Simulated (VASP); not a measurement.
Input of a VASP 6.6.1 run:

The input POSCAR:

```
Ni
1.0
    0.0000000000      1.7716516424      1.7716516424
    1.7716516424      0.0000000000      1.7716516424
    1.7716516424      1.7716516424      0.0000000000
Ni
1
Direct
    0.0000000000      0.0000000000      0.0000000000
```

Contents of INCAR.step1:

```
  PREC = Accurate
  ENCUT = 520
  EDIFF = 1E-5
  ISMEAR = -1
  SIGMA = 0.05
  LREAL = False
  LASPH = True
  NELM = 150
  ALGO = Normal
  ISIF = 2
  LWAVE = True
  LCHARG = False
  ISPIN = 2
  MAGMOM = 1
  LORBIT = 11
  LMAXMIX = 4
  NBANDS = 15
  GGA = PE
```

File INCAR.step2:

```
  PREC = Accurate
  ENCUT = 520
  EDIFF = 1E-6
  ISMEAR = -1
  SIGMA = 0.05
  LREAL = False
  LASPH = True
  NELM = 150
  ALGO = Normal
  ISIF = 2
  LWAVE = False
  LCHARG = False
  ISPIN = 2
  MAGMOM = 1
  LORBIT = 11
  LMAXMIX = 4
  GGA = PE
  LHFCALC = True
  AEXX = 0.25
  PRECFOCK = Normal
  NBANDS = 15
  ISTART = 1
```

File KPOINTS:

```
regular mesh
0
Gamma
  8 8 8
```

Potentials or basis: VASP PAW PBE potentials, release 64 (Ni).

Run with:

```bash
$ cat potpaw_PBE.64/Ni/POTCAR > POTCAR
$ cp INCAR.step1 INCAR
$ mpirun -np 1 vasp_std > vasp.out
$ cp INCAR.step2 INCAR
$ mpirun -np 1 vasp_std > vasp.out
```

Task: Estimate the net moment.

Result: 0.70 μB per cell.

Task: Estimate the site moments.

Result: Ni +0.75 μB.

Task: What does it give for the pressure?

Result: -7.9 GPa.

Caveat: the k points lie up to 0.38 Å⁻¹ apart; the PAW data sets were made with another functional, which shifts forces and pressure a little.
